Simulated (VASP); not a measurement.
# Ge (Pm-3m) in VASP: settings compared, part 2 of 2

VASP 6.6.1.

### Step 3. Relaxation of cell and atoms, HSE06

Contents of POSCAR:

```
Ge
1.0
    2.7104700000      0.0000000000      0.0000000000
    0.0000000000      2.7104700000      0.0000000000
    0.0000000000      0.0000000000      2.7104700000
Ge
1
Direct
    0.0000000000      0.0000000000      0.0000000000
```

Contents of INCAR.step1:

```
SYSTEM = Ge
ALGO = Normal
EDIFF = 1E-5
ENCUT = 600
GGA = PE
ISMEAR = -1
LASPH = .True.
LCHARG = .False.
LREAL = .False.
LWAVE = .True.
NBANDS = 13
NELM = 80
PREC = Accurate
SIGMA = 0.05
```

Contents of INCAR.step2:

```
SYSTEM = Ge
ALGO = Normal
EDIFF = 1E-6
EDIFFG = -0.01
ENCUT = 600
GGA = PE
HFSCREEN = 0.2079
IBRION = 2
ISIF = 3
ISMEAR = -1
ISTART = 1
LASPH = .True.
LCHARG = .False.
LHFCALC = .True.
LREAL = .False.
LWAVE = .False.
NELM = 80
NSW = 60
PREC = Accurate
PRECFOCK = Normal
SIGMA = 0.05
```

Contents of KPOINTS:

```
k-points
0
Gamma
  5 5 5
  0 0 0
```

Potentials or basis: VASP PAW PBE potentials, release 64 (Ge_d).

Launch:

```bash
$ cat potpaw_PBE.64/Ge_d/POTCAR > POTCAR
$ cp INCAR.step1 INCAR
$ mpirun -np 1 vasp_std > vasp.out
$ cp INCAR.step2 INCAR
$ mpirun -np 1 vasp_std > vasp.out
```

OUTCAR:

```text
SYSTEM = Ge
   EDIFF = 1E-6
   EDIFFG = -0.01
   ENCUT = 600
   GGA = PE
   HFSCREEN = 0.2079
   IBRION = 2
   ISIF = 3
   ISMEAR = -1
   ISTART = 1
   LASPH = .True.
   LHFCALC = .True.
   LREAL = .False.
   NELM = 80
   NSW = 60
   PREC = Accurate
   PRECFOCK = Normal

 ion  position               nearest neighbor table
   1  0.000  0.000  0.000-

  LATTYP: Found a simple cubic cell.
 ALAT       =     2.7104700000

  Lattice vectors:

 A1 = (   2.7104700000,   0.0000000000,   0.0000000000)
 A2 = (   0.0000000000,   2.7104700000,   0.0000000000)
 A3 = (   0.0000000000,   0.0000000000,   2.7104700000)

Analysis of symmetry for initial positions (statically):
=====================================================================
 Subroutine PRICEL returns:
 Original cell was already a primitive cell.

 Routine SETGRP: Setting up the symmetry group for a
 simple cubic supercell.

 Subroutine GETGRP returns: Found 48 space group operations
 (whereof 48 operations were pure point group operations)
 out of a pool of 48 trial point group operations.

[... 143 lines left out ...]

--------------------------------------- Ionic step        1  -------------------------------------------

 number of electron      13.9999994 magnetization

 Free energy of the ion-electron system (eV)
  ---------------------------------------------------
  ext. energy  EPLUGINS =         0.00000000
  ---------------------------------------------------
  free energy    TOTEN  =        -5.13033235 eV

  energy without entropy =       -5.12700681  energy(sigma->0) =       -5.12866958

------------------------ aborting loop because EDIFF is reached ----------------------------------------

  FORCE on cell =-STRESS in cart. coord.  units (eV):
  Direction    XX          YY          ZZ          XY          YZ          ZX
  --------------------------------------------------------------------------------------
  -------------------------------------------------------------------------------------
  Total       -0.1262077     -0.1262077     -0.1262077      0.0000000     -0.0000000     -0.0000000
  in kB      -10.1545957    -10.1545957    -10.1545957      0.0000000     -0.0000000     -0.0000000
  external PRESSURE =     -10.1545957 kB  Pullay stress =       0.0000000 kB
[... 197 lines left out ...]
--------------------------------------- Ionic step        7  -------------------------------------------

 number of electron      13.9999990 magnetization

 Free energy of the ion-electron system (eV)
  ---------------------------------------------------
  ext. energy  EPLUGINS =         0.00000000
  ---------------------------------------------------
  free energy    TOTEN  =        -5.13150378 eV

  energy without entropy =       -5.12817824  energy(sigma->0) =       -5.12984101

 E-fermi :   5.4222     XC(G=0):  -9.0629

 val. band max:        5.2654435188   @ k =   0.4000   0.4000   0.2000
 cond. band min:       6.4222440053   @ k =   0.4000   0.4000   0.4000
 fundamental gap:      1.1568004865
 Fermi energy:         5.4222182312

 k-point     1 :       0.0000    0.0000    0.0000
  band No.  band energies     occupation
      1     -22.0647      2.00000
      2     -22.0647      2.00000
      3     -21.8091      2.00000
      4     -21.8091      2.00000
      5     -21.8091      2.00000
      6      -8.4320      2.00000
      7      13.5404      0.00000
      8      13.5404      0.00000
      9      13.5404      0.00000
     10      16.8012      0.00000
     11      16.8013      0.00000
[... 152 lines left out ...]
  FREE ENERGIE OF THE ION-ELECTRON SYSTEM (eV)
  ---------------------------------------------------
  free  energy   TOTEN  =        -5.1315037848 eV

  energy  without entropy=       -5.1281782433  energy(sigma->0) =       -5.12984101

 reached required accuracy - stopping structural energy minimisation
```

It took 42 min on 1 thread of Oxide Virtual Turin-like, shared host; peak memory 0.21 GiB.

Results:

```
Free energy                           : -5.1315 eV
Relaxed volume                        : 19.60 Å³/atom
Relaxed cell                          : a = 2.696 Å, b = 2.696 Å, c = 2.696 Å, α = 90.00°, β = 90.00°, γ = 90.00°
Space group after relaxing (to 0.1 Å) : Pm-3m (No. 221)
Energy gained by relaxing             : 1.2 meV/atom
Ionic steps                           : 7
Pressure after relaxing               : 0.0 GPa
Band gap on the k mesh                : zero (bands 7 and 8 overlap by 9.11 eV)
```

Step by step:
```
step  energy change (eV)  largest force (eV/Å)  pressure (GPa)  volume (Å³)
   1              0.0000                0.0000           -1.02        19.91
   2             -0.0011                0.0000            0.40        19.55
   3             -0.0012                0.0000           -0.18        19.61
   4             -0.0012                0.0000            0.16        19.59
   5             -0.0012                0.0000           -0.13        19.60
   6             -0.0012                0.0000            0.12        19.60
   7             -0.0012                0.0000            0.05        19.60
```

Final structure:
```cif
data_structure
_symmetry_space_group_name_H-M 'P 1'
_symmetry_Int_Tables_number 1
_cell_length_a 2.6961
_cell_length_b 2.6961
_cell_length_c 2.6961
_cell_angle_alpha 90.000
_cell_angle_beta 90.000
_cell_angle_gamma 90.000
_cell_volume 19.60
loop_
_atom_site_label
_atom_site_type_symbol
_atom_site_fract_x
_atom_site_fract_y
_atom_site_fract_z
_atom_site_occupancy
Ge1 Ge 0.00000 0.00000 0.00000 1
```

Levels at points of the mesh, in eV from the Fermi level:
```tsv
k point	band 2	band 3	band 4	band 5	band 6	band 7	band 8	band 9	band 10	band 11
(0.00, 0.00, 0.00)	-27.49	-27.23	-27.23	-27.23	-13.85	8.12	8.12	8.12	11.38	11.38
```

Caveat: the k points lie up to 0.47 Å⁻¹ apart in the final cell, too coarse for converged energies and pressures of a metal; the PAW data sets were made with another functional, which shifts forces and pressure a little.

### Step 4. Relaxation of cell and atoms, PBE-based screened hybrid with 25 % exact exchange

POSCAR is that of step 3.

Contents of INCAR.step1:

```
SYSTEM = Ge
PREC     = Accurate       ! precision mode
ENCUT    = 600            ! plane-wave cutoff, eV
EDIFF    = 1E-5           ! SCF threshold, eV
ISMEAR   = -1             ! smearing method
SIGMA    = 0.05           ! smearing width, eV
LREAL    = .False.        ! projectors in reciprocal space
LASPH    = .True.         ! aspherical terms in the spheres
NELM     = 100            ! most SCF steps
ALGO     = Normal         ! electronic algorithm
LWAVE    = .True.         ! write WAVECAR
LCHARG   = .False.        ! write CHGCAR
GGA      = PE             ! functional
NBANDS   = 13             ! bands
```

Contents of INCAR.step2:

```
SYSTEM = Ge
PREC     = Accurate       ! precision mode
ENCUT    = 600            ! plane-wave cutoff, eV
EDIFF    = 1E-6           ! SCF threshold, eV
ISMEAR   = -1             ! smearing method
SIGMA    = 0.05           ! smearing width, eV
LREAL    = .False.        ! projectors in reciprocal space
LASPH    = .True.         ! aspherical terms in the spheres
NELM     = 100            ! most SCF steps
ALGO     = Normal         ! electronic algorithm
ISIF     = 3              ! what is computed and relaxed
LWAVE    = .False.        ! write WAVECAR
LCHARG   = .False.        ! write CHGCAR
GGA      = PE             ! functional
LHFCALC  = .True.         ! exact exchange
AEXX     = 0.25           ! exact-exchange fraction
HFSCREEN = 0.3            ! screening, 1/A
PRECFOCK = Normal       
IBRION   = 2              ! ionic algorithm
NSW      = 60             ! ionic steps
EDIFFG   = -0.01          ! ionic threshold
ISTART   = 1
```

Contents of KPOINTS:

```
Automatic mesh
0
Gamma
  5 5 5
  0 0 0
```

Potentials or basis: VASP PAW PBE potentials, release 64 (Ge_d).

Launch:

```bash
$ cat potpaw_PBE.64/Ge_d/POTCAR > POTCAR
$ cp INCAR.step1 INCAR
$ mpirun -np 1 vasp_std > vasp.out
$ cp INCAR.step2 INCAR
$ mpirun -np 1 vasp_std > vasp.out
```

OUTCAR:

```text
SYSTEM = Ge
   PREC = Accurate
   ENCUT = 600
   EDIFF = 1E-6
   ISMEAR = -1
   LREAL = .False.
   LASPH = .True.
   NELM = 100
   ISIF = 3
   GGA = PE
   LHFCALC = .True.
   AEXX = 0.25
   HFSCREEN = 0.3
   PRECFOCK = Normal
   IBRION = 2
   NSW = 60
   EDIFFG = -0.01
   ISTART = 1

 ion  position               nearest neighbor table
   1  0.000  0.000  0.000-

  LATTYP: Found a simple cubic cell.
 ALAT       =     2.7104700000

  Lattice vectors:

 A1 = (   2.7104700000,   0.0000000000,   0.0000000000)
 A2 = (   0.0000000000,   2.7104700000,   0.0000000000)
 A3 = (   0.0000000000,   0.0000000000,   2.7104700000)

Analysis of symmetry for initial positions (statically):
=====================================================================
 Subroutine PRICEL returns:
 Original cell was already a primitive cell.

 Routine SETGRP: Setting up the symmetry group for a
 simple cubic supercell.

 Subroutine GETGRP returns: Found 48 space group operations
 (whereof 48 operations were pure point group operations)
 out of a pool of 48 trial point group operations.

The static configuration has the point symmetry O_h .

Analysis of symmetry for dynamics (positions and initial velocities):
=====================================================================
 Subroutine PRICEL returns:
 Original cell was already a primitive cell.

 Routine SETGRP: Setting up the symmetry group for a
 simple cubic supercell.

 Subroutine GETGRP returns: Found 48 space group operations
 (whereof 48 operations were pure point group operations)
 out of a pool of 48 trial point group operations.

The dynamic configuration has the point symmetry O_h .

 Subroutine INISYM returns: Found 48 space group operations
 (whereof 48 operations are pure point group operations),
 and found     1 'primitive' translations

----------------------------------------------------------------------------------------

                                     Primitive cell

  volume of cell :      19.9129

  direct lattice vectors                    reciprocal lattice vectors
     2.710470000  0.000000000  0.000000000     0.368939704  0.000000000  0.000000000
     0.000000000  2.710470000  0.000000000     0.000000000  0.368939704  0.000000000
     0.000000000  0.000000000  2.710470000     0.000000000  0.000000000  0.368939704

  length of vectors
     2.710470000  2.710470000  2.710470000     0.368939704  0.368939704  0.368939704

  position of ions in fractional coordinates (direct lattice)
     0.000000000  0.000000000  0.000000000

  ion indices of the primitive-cell ions
   primitive index   ion index
                 1           1

----------------------------------------------------------------------------------------

 KPOINTS: Automatic mesh

Automatic generation of k-mesh.
 Grid dimensions read from file:
 generate k-points for:    5    5    5

 Generating k-lattice:

  Cartesian coordinates                     Fractional coordinates (reciprocal lattice)
     0.073787941  0.000000000  0.000000000     0.200000000  0.000000000  0.000000000
     0.000000000  0.073787941  0.000000000     0.000000000  0.200000000  0.000000000
     0.000000000  0.000000000  0.073787941     0.000000000  0.000000000  0.200000000

  Length of vectors
     0.073787941  0.073787941  0.073787941

  Shift w.r.t. Gamma in fractional coordinates (k-lattice)
     0.000000000  0.000000000  0.000000000

 Subroutine IBZKPT returns following result:
 ===========================================

 Found     10 irreducible k-points:

 Following reciprocal coordinates:
            Coordinates               Weight
  0.000000  0.000000  0.000000      1.000000
  0.200000  0.000000  0.000000      6.000000
  0.400000  0.000000  0.000000      6.000000
  0.200000  0.200000  0.000000     12.000000
  0.400000  0.200000  0.000000     24.000000
  0.400000  0.400000  0.000000     12.000000
  0.200000  0.200000  0.200000      8.000000
  0.400000  0.200000  0.200000     24.000000
  0.400000  0.400000  0.200000     24.000000
  0.400000  0.400000  0.400000      8.000000
   k-points           NKPTS =     10   k-points in BZ     NKDIM =    125   number of bands    NBANDS=     11
   number of dos      NEDOS =    301   number of ions     NIONS =      1
   total plane-waves  NPLWV =  13824
   dimension x,y,z NGX =    24 NGY =   24 NGZ =   24
   dimension x,y,z NGXF=    48 NGYF=   48 NGZF=   48
   ions per type =               1
   NGX,Y,Z   is equivalent  to a cutoff of  14.72, 14.72, 14.72 a.u.
   NGXF,Y,Z  is equivalent  to a cutoff of  29.44, 29.44, 29.44 a.u.
 SYSTEM =  Ge
   PREC   = accura    normal or accurate (medium, high low for compatibility)
   ISTART =      1    job   : 0-new  1-cont  2-samecut
   ICHARG =      0    charge: 1-file 2-atom 10-const
   ISPIN  =      1    spin polarized calculation?
   LNONCOLLINEAR =      F non collinear calculations
   LSORBIT =      F    spin-orbit coupling
   LASPH  =      T    aspherical Exc in radial PAW
   ENCUT  =  600.0 eV  44.10 Ry    6.64 a.u.   5.41  5.41  5.41*2*pi/ulx,y,z
   NELM   =    100;   NELMIN=  2; NELMDL=  0     # of ELM steps
   EDIFF  = 0.1E-05   stopping-criterion for ELM
   LREAL  =      F    real-space projection
   EDIFFG = -.1E-01   stopping-criterion for IOM
   NSW    =     60    number of steps for IOM
   IBRION =      2    ionic relax: 0-MD 1-quasi-New 2-CG
   NFREE  =      1    steps in history (QN), initial steepest desc. (CG)
   ISIF   =      3    stress and relaxation
   ISYM   =      3    0-nonsym 1-usesym 2-fastsym
   POTIM  = 0.5000    time-step for ionic-motion
   TEBEG  =    0.0;   TEEND  =   0.0 temperature during run
   PSTRESS=    0.0 pullay stress
   NELECT =      14.0000    total number of electrons
   NUPDOWN=      -1.0000    fix difference up-down
   EMIN   =  10.00;   EMAX   =-10.00  energy-range for DOS
   EFERMI =   0.00;   METHOD = LEGACY
   ISMEAR =    -1;   SIGMA  =   0.05  broadening in eV -4-tet -1-fermi 0-gaus
   EFERMI_NEDOS =   21; number of points for ismear=-14 and -15
   IALGO  =     38    algorithm
   IMIX   =      1    mixing-type and parameters
     AMIX     =   0.40;   BMIX     =  1.00
     AMIX_MAG =   1.60;   BMIX_MAG =  1.00
  volume/ion in A,a.u.               =      19.91       134.38
  Fermi-wavevector in a.u.,A,eV,Ry     =   1.455703  2.750881 28.831731  2.119072
  Thomas-Fermi vector in A             =   2.572707
   LORBIT       =      0    0 simple, 1 ext, 2 COOP (PROOUT), +10 PAW based schemes
   GGA     = PE    functional components
   LHFCALC =     T    Hartree Fock is set to
   PRECFOCK=normal    Normal, Fast or Accurate (Low or Medium for compatibility)
   ENCUT4O =  -1.0   cutoff for four orbital integrals eV
   NKREDX  =     1    reduce k-point grid by
   NKREDY  =     1    reduce k-point grid by
   NKREDZ  =     1    reduce k-point grid by
   AEXX    =    0.2500 exact exchange contribution
   HFSCREEN=    0.3000 screening length (either q_TF or 0.3 A-1)
   HFSCREENC=   0.3000 screening length for correlation (either q_TF or 0.3 A-1)
   ENCUTFOCK=  -1.0 apply spherical cutoff to Coloumb kernel
   IVDW    =     0    specifies the selected vdW correction
   LEPSILON=     F    determine dielectric tensor
   LRPA    =     F    only Hartree local field effects (RPA)
 conjugate gradient relaxation of ions
 non-spin polarized calculation
  energy-cutoff  :      600.00
  volume of cell :       19.91
 maximum number of plane-waves:       691
 NGX is ok and might be reduce to    24
  NGX = 18; NGY = 18; NGZ = 18

--------------------------------------- Ionic step        1  -------------------------------------------

 number of electron      13.9999994 magnetization

 Free energy of the ion-electron system (eV)
  ---------------------------------------------------
  ext. energy  EPLUGINS =         0.00000000
  ---------------------------------------------------
  free energy    TOTEN  =        -4.97630330 eV

  energy without entropy =       -4.97297776  energy(sigma->0) =       -4.97464053

------------------------ aborting loop because EDIFF is reached ----------------------------------------

  FORCE on cell =-STRESS in cart. coord.  units (eV):
  Direction    XX          YY          ZZ          XY          YZ          ZX
  --------------------------------------------------------------------------------------
  -------------------------------------------------------------------------------------
  Total       -0.0919324     -0.0919324     -0.0919324     -0.0000000     -0.0000000     -0.0000000
  in kB       -7.3968274     -7.3968274     -7.3968274     -0.0000000     -0.0000000     -0.0000000
  external PRESSURE =      -7.3968274 kB  Pullay stress =       0.0000000 kB
[... 195 lines left out ...]
  energy  without entropy=       -4.9735655293  energy(sigma->0) =       -4.97522830

--------------------------------------- Ionic step        7  -------------------------------------------

 number of electron      13.9999991 magnetization

 Free energy of the ion-electron system (eV)
  ---------------------------------------------------
  ext. energy  EPLUGINS =         0.00000000
  ---------------------------------------------------
  free energy    TOTEN  =        -4.97689153 eV

  energy without entropy =       -4.97356598  energy(sigma->0) =       -4.97522876

 E-fermi :   5.4222     XC(G=0):  -9.1912

 val. band max:        5.2654415335   @ k =   0.4000   0.4000   0.2000
 cond. band min:       6.3569741664   @ k =   0.4000   0.4000   0.4000
 fundamental gap:      1.0915326329
 Fermi energy:         5.4222162446

 k-point     1 :       0.0000    0.0000    0.0000
  band No.  band energies     occupation
      1     -21.9157      2.00000
      2     -21.9157      2.00000
      3     -21.6644      2.00000
      4     -21.6644      2.00000
      5     -21.6644      2.00000
      6      -8.2241      2.00000
      7      13.3131      0.00000
      8      13.3131      0.00000
      9      13.3131      0.00000
     10      16.5906      0.00000
     11      16.5907      0.00000
[... 152 lines left out ...]
  FREE ENERGIE OF THE ION-ELECTRON SYSTEM (eV)
  ---------------------------------------------------
  free  energy   TOTEN  =        -4.9768915275 eV

  energy  without entropy=       -4.9735659836  energy(sigma->0) =       -4.97522876

 reached required accuracy - stopping structural energy minimisation
```

It took 43 min on 1 thread of Oxide Virtual Turin-like, shared host; peak memory 0.22 GiB.

What came out:

```
Free energy                           : -4.9769 eV
Relaxed volume                        : 19.69 Å³/atom
Relaxed cell                          : a = 2.700 Å, b = 2.700 Å, c = 2.700 Å, α = 90.00°, β = 90.00°, γ = 90.00°
Space group after relaxing (to 0.1 Å) : Pm-3m (No. 221)
Energy gained by relaxing             : 0.6 meV/atom
Ionic steps                           : 7
Pressure after relaxing               : -0.1 GPa
Band gap on the k mesh                : zero (bands 7 and 8 overlap by 8.84 eV)
```

The path:
| step | energy change (eV) | largest force (eV/Å) | pressure (GPa) | volume (Å³) |
| --- | --- | --- | --- | --- |
| 1 | 0.0000 | 0.0000 | -0.74 | 19.91 |
| 2 | -0.0006 | 0.0000 | 0.40 | 19.65 |
| 3 | -0.0006 | 0.0000 | -0.17 | 19.70 |
| 4 | -0.0006 | 0.0000 | 0.19 | 19.69 |
| 5 | -0.0006 | 0.0000 | -0.14 | 19.70 |
| 6 | -0.0006 | 0.0000 | 0.16 | 19.69 |
| 7 | -0.0006 | 0.0000 | -0.06 | 19.69 |

Final structure:
```
Ge
1.0
     2.70038    0.00000    0.00000
     0.00000    2.70038    0.00000
     0.00000    0.00000    2.70038
Ge
1
Direct
  0.00000 0.00000 0.00000
```

Caveat: the k points lie up to 0.47 Å⁻¹ apart in the final cell, too coarse for converged energies and pressures of a metal; the PAW data sets were made with another functional, which shifts forces and pressure a little.

### Step 5. The runs side by side

| level | screening parameter | gap on the mesh (eV) | pressure (GPa) | relaxed volume (Å³/atom) |
| --- | --- | --- | --- | --- |
| PBEsol-based screened hybrid with 25 % exact exchange | 0.207 1/Å | none | 0.1 | 19.09 |
| HSE06 | 0.2079 1/Å | none | 0.0 | 19.60 |
| PBE-based screened hybrid with 25 % exact exchange | 0.3 1/Å | none | -0.1 | 19.69 |

Alike in all rows: task relaxation of cell and atoms; potentials or basis VASP PAW PBE potentials, release 64 (Ge_d); no spin polarisation; cell relaxed; k mesh 5 × 5 × 5; cutoff (eV) 600; smearing fermi-dirac 0.05 eV.

Caveats: all runs use coarse meshes; the PAW data sets were made with another functional, which shifts forces and pressure a little.

Total energies depend on the potentials used, so only differences within one code and one set of settings carry meaning.

The gap in the log of VASP goes by the Fermi energy; the results here count the filled bands.